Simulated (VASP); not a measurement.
# LiH (Fm-3m) in VASP: further runs, part 2 of 2

VASP 6.6.1.

## 3. G0W0 quasiparticle levels, PBE

File POSCAR:

```
LiH
1.0
    0.0000000000      2.0029948929      2.0029948929
    2.0029948929      0.0000000000      2.0029948929
    2.0029948929      2.0029948929      0.0000000000
Li H
1 1
Direct
    0.0000000000      0.0000000000      0.0000000000
    0.5000000000      0.5000000000      0.5000000000
```

File INCAR.step1:

```
SYSTEM = LiH
PREC     = Accurate       ! precision mode
ENCUT    = 500            ! plane-wave cutoff, eV
EDIFF    = 1E-8           ! SCF threshold, eV
ISMEAR   = 0              ! smearing method
SIGMA    = 0.01           ! smearing width, eV
LREAL    = .False.        ! projectors in reciprocal space
LASPH    = .True.         ! aspherical terms in the spheres
NELM     = 80             ! most SCF steps
ALGO     = Normal         ! electronic algorithm
LWAVE    = .True.         ! write WAVECAR
LCHARG   = .False.        ! write CHGCAR
GGA      = PE             ! functional
```

File INCAR.step2:

```
SYSTEM = LiH
PREC     = Accurate       ! precision mode
ENCUT    = 500            ! plane-wave cutoff, eV
EDIFF    = 1E-8           ! SCF threshold, eV
ISMEAR   = 0              ! smearing method
SIGMA    = 0.01           ! smearing width, eV
LREAL    = .False.        ! projectors in reciprocal space
LASPH    = .True.         ! aspherical terms in the spheres
NELM     = 1              ! most SCF steps
ALGO     = Exact          ! electronic algorithm
LWAVE    = .True.         ! write WAVECAR
LCHARG   = .False.        ! write CHGCAR
GGA      = PE             ! functional
NBANDS   = 31             ! bands
LOPTICS  = .True.         ! frequency-dependent dielectric function
ISTART   = 1
```

File INCAR.step3:

```
SYSTEM = LiH
PREC     = Accurate       ! precision mode
ENCUT    = 500            ! plane-wave cutoff, eV
EDIFF    = 1E-8           ! SCF threshold, eV
ISMEAR   = 0              ! smearing method
SIGMA    = 0.01           ! smearing width, eV
LREAL    = .False.        ! projectors in reciprocal space
LASPH    = .True.         ! aspherical terms in the spheres
ALGO     = EVGW0          ! electronic algorithm
LWAVE    = .False.        ! write WAVECAR
LCHARG   = .False.        ! write CHGCAR
GGA      = PE             ! functional
NELMGW   = 1            
NBANDS   = 31             ! bands
ENCUTGW  = 80.0           ! cutoff of the response function
NOMEGA   = 96             ! frequency points
PRECFOCK = Fast         
ISTART   = 1            
NBANDSGW = 9            
OMEGAMAX = 30
```

File KPOINTS:

```
Automatic mesh
0
Gamma
  6 6 6
  0 0 0
```

Potentials or basis: VASP PAW PBE potentials, release 64 (Li_GW, H_GW).

Run with:

```console
cat potpaw_PBE.64/Li_GW/POTCAR potpaw_PBE.64/H_GW/POTCAR > POTCAR
cp INCAR.step1 INCAR
mpirun -np 1 vasp_std > vasp.out
cp INCAR.step2 INCAR
mpirun -np 1 vasp_std > vasp.out
cp INCAR.step3 INCAR
mpirun -np 1 vasp_std > vasp.out
```

OUTCAR:

```text
SYSTEM = LiH
   PREC = Accurate
   ENCUT = 500
   EDIFF = 1E-8
   ISMEAR = 0
   LREAL = .False.
   LASPH = .True.
   GGA = PE
   NELMGW = 1
   ENCUTGW = 80.0
   PRECFOCK = Fast
   ISTART = 1

 ion  position               nearest neighbor table
   1  0.000  0.000  0.000-   2 2.00   2 2.00   2 2.00   2 2.00   2 2.00   2 2.00
   2  0.500  0.500  0.500-   1 2.00   1 2.00   1 2.00   1 2.00   1 2.00   1 2.00

  LATTYP: Found a face centered cubic cell.
 ALAT       =     4.0059897858

  Lattice vectors:

 A1 = (   0.0000000000,   2.0029948929,   2.0029948929)
 A2 = (   2.0029948929,   0.0000000000,   2.0029948929)
 A3 = (   2.0029948929,   2.0029948929,   0.0000000000)

Analysis of symmetry for initial positions (statically):
=====================================================================
 Subroutine PRICEL returns:
 Original cell was already a primitive cell.

 Routine SETGRP: Setting up the symmetry group for a
 face centered cubic supercell.

 Subroutine GETGRP returns: Found 48 space group operations
 (whereof 48 operations were pure point group operations)
 out of a pool of 48 trial point group operations.

The static configuration has the point symmetry O_h .

Analysis of symmetry for dynamics (positions and initial velocities):
=====================================================================
 Subroutine PRICEL returns:
 Original cell was already a primitive cell.

 Routine SETGRP: Setting up the symmetry group for a
 face centered cubic supercell.

 Subroutine GETGRP returns: Found 48 space group operations
 (whereof 48 operations were pure point group operations)
[... 99 lines left out ...]
   ISIF   =      0    stress and relaxation
   ISYM   =      3    0-nonsym 1-usesym 2-fastsym
   POTIM  = 0.5000    time-step for ionic-motion
   TEBEG  =    0.0;   TEEND  =   0.0 temperature during run
   PSTRESS=    0.0 pullay stress
   NELECT =       2.0000    total number of electrons
   NUPDOWN=      -1.0000    fix difference up-down
   EMIN   =  10.00;   EMAX   =-10.00  energy-range for DOS
   EFERMI =   0.00;   METHOD = LEGACY
   ISMEAR =     0;   SIGMA  =   0.01  broadening in eV -4-tet -1-fermi 0-gaus
   EFERMI_NEDOS =   21; number of points for ismear=-14 and -15
   IALGO  =     38    algorithm
   IMIX   =      4    mixing-type and parameters
     AMIX     =   0.40;   BMIX     =  1.00
     AMIX_MAG =   1.60;   BMIX_MAG =  1.00
  volume/ion in A,a.u.               =       8.04        54.23
  Fermi-wavevector in a.u.,A,eV,Ry     =   0.817325  1.544521  9.088975  0.668021
  Thomas-Fermi vector in A             =   1.927753
   LORBIT       =      0    0 simple, 1 ext, 2 COOP (PROOUT), +10 PAW based schemes
   GGA     = PE    functional components
   LHFCALC =     T    Hartree Fock is set to
   PRECFOCK=fast      Normal, Fast or Accurate (Low or Medium for compatibility)
   ENCUT4O =  -1.0   cutoff for four orbital integrals eV
   NKREDX  =     1    reduce k-point grid by
   NKREDY  =     1    reduce k-point grid by
   NKREDZ  =     1    reduce k-point grid by
   AEXX    =    1.0000 exact exchange contribution
   HFSCREEN=    0.0000 screening length (either q_TF or 0.3 A-1)
   HFSCREENC=   0.0000 screening length for correlation (either q_TF or 0.3 A-1)
   ENCUTFOCK=  -1.0 apply spherical cutoff to Coloumb kernel
   IVDW    =     0    specifies the selected vdW correction
   LEPSILON=     F    determine dielectric tensor
   LRPA    =     F    only Hartree local field effects (RPA)
   LRPAFORCE           =     F    calculate RPA forces
   ENCUTGW             =  80.0    cutoff for response function in eV
   ENCUTGWSOFT         =  64.0    soft cutoff for Coulomb kernel in GW response function in eV
   ENCUTLF             =  -1.0    cutoff for local field effects
   NELMGW              =     1    number of iterations in solving QP/BSE equation
   NELMHF              =     1    number of iterations in the inner HF iteration
   NKREDLFX            =     1    NKREDLFY  =   1   NKREDLFZ  =   1
 non-spin polarized calculation
 Gauss-broadening in eV      SIGMA  =   0.01
  energy-cutoff  :      500.00
  volume of cell :       16.07
 maximum number of plane-waves:       419
 NGX is ok and might be reduce to    24
  NGX = 12; NGY = 12; NGZ = 12
   NGX = 11   NGY = 11   NGZ = 11
 maximum number of plane-waves:        30
 NGX is ok and might be reduce to    10

 QP shifts <psi_nk| G(iteration)W_0 |psi_nk>: iteration 1
 for sc-GW calculations column KS-energies equals QP-energies in previous step
 and V_xc(KS)=  KS-energies - (<T + V_ion + V_H > + <T+V_H+V_ion>^1  + <V_x>^1)

 k-point   1 :       0.0000    0.0000    0.0000
  band No.  KS-energies  QP-energies   sigma(KS)   V_xc(KS)     V^pw_x(r,r')   Z            occupation Imag(sigma)

      1      -8.1227      -9.5136     -11.4086      -9.3464     -15.1925       0.6745       2.0000       0.2883
      2      13.4616      14.3915      -9.9607     -11.2950      -4.1575       0.6969       0.0000      -0.9798
      3      15.2650      16.3786      -6.4696      -7.9603      -1.3782       0.7470       0.0000      -0.6060
      4      15.2650      16.3786      -6.4696      -7.9603      -1.3782       0.7470       0.0000      -0.6060
      5      15.2650      16.3786      -6.4696      -7.9603      -1.3782       0.7470       0.0000      -0.6060
      6      19.9911      20.6061      -6.6276      -7.2613      -1.1017       0.9706       0.0000      -2.2096
      7      19.9911      20.6061      -6.6276      -7.2613      -1.1017       0.9706       0.0000      -2.2096
      8      19.9911      20.6061      -6.6276      -7.2613      -1.1017       0.9706       0.0000      -2.2096
      9      21.6376      22.3706      -5.8942      -6.7656      -0.8191       0.8412       0.0000      -1.8681
[... 186 lines left out ...]
      1      -2.8279      -3.9599     -12.6877     -11.1913     -14.5775       0.7565       2.0000       0.0873
      2       1.3446       2.0230      -6.5517      -7.4174      -3.0939       0.7836       0.0000      -0.0965
      3       4.3689       5.1040      -6.4983      -7.4602      -2.4816       0.7642       0.0000      -0.1355
      4       8.9006       9.6066      -6.7800      -7.7334      -2.1470       0.7405       0.0000      -0.2949
      5      14.8843      15.7941      -7.2158      -8.4550      -1.7575       0.7342       0.0000      -0.8057
      6      17.2159      17.7721      -6.5921      -7.2946      -1.1716       0.7918       0.0000      -1.5204
      7      26.3530      27.7319      -5.8177      -7.3493      -0.8126       0.9003       0.0000      -2.1793
      8      26.5846      28.4856      -6.4703      -8.5734      -1.4332       0.9039       0.0000      -2.3385
      9      33.1061      35.8650      -5.7200      -8.9966      -1.1306       0.8420       0.0000      -2.1777
```

OUTCAR.step1:

```text
SYSTEM = LiH
   PREC = Accurate
   ENCUT = 500
   EDIFF = 1E-8
   ISMEAR = 0
   LREAL = .False.
   LASPH = .True.
[... 338 lines left out ...]
      0.00000      0.00000      0.00000         0.000000     -0.000000     -0.000000
      2.00299      2.00299      2.00299        -0.000000      0.000000      0.000000
 -----------------------------------------------------------------------------------
    total drift:                               -0.000000     -0.000000      0.000000

  FREE ENERGIE OF THE ION-ELECTRON SYSTEM (eV)
  ---------------------------------------------------
  free  energy   TOTEN  =        -6.1136660817 eV

  energy  without entropy=       -6.1136660817  energy(sigma->0) =       -6.11366608
```

OUTCAR.step2:

```text
SYSTEM = LiH
   PREC = Accurate
   ENCUT = 500
   EDIFF = 1E-8
[... 802 lines left out ...]
  --------------------------------------------------------------------------------------------------------------
     0.00000     4.71928     4.71928     4.71928     0.00000     0.00000     0.00000
     1.17338     4.98079     4.98079     4.98079     0.00000     0.00000     0.00000
     2.34676     6.54168     6.54168     6.54168     0.00000     0.00000     0.00000
     3.52015     5.12159     5.12159     5.12159     0.00000     0.00000     0.00000
     4.69353     1.37931     1.37931     1.37931     0.00000     0.00000     0.00000
     5.86691     7.73829     7.73829     7.73829     0.00000     0.00000     0.00000
[... 92 lines left out ...]
   114.99142     0.98649     0.98649     0.98649    -0.00000    -0.00000    -0.00000
   116.16480     0.98677     0.98677     0.98677    -0.00000    -0.00000    -0.00000
```

Wall time 52 s (1 thread of AMD EPYC 9R45 (Zen 5), shared host); peak memory 0.17 GiB.

What came out:

```
Quasiparticle gap                                   : 4.75 eV
Least direct quasiparticle gap                      : 4.75 eV
Band gap of the starting levels on the mesh         : 2.98 eV
Least direct gap of the starting levels on the mesh : 2.98 eV
```

Caveat: the k points lie up to 0.45 Å⁻¹ apart; bands, screening cutoff and mesh are small and nothing is extrapolated, so the quasiparticle values aren't converged.
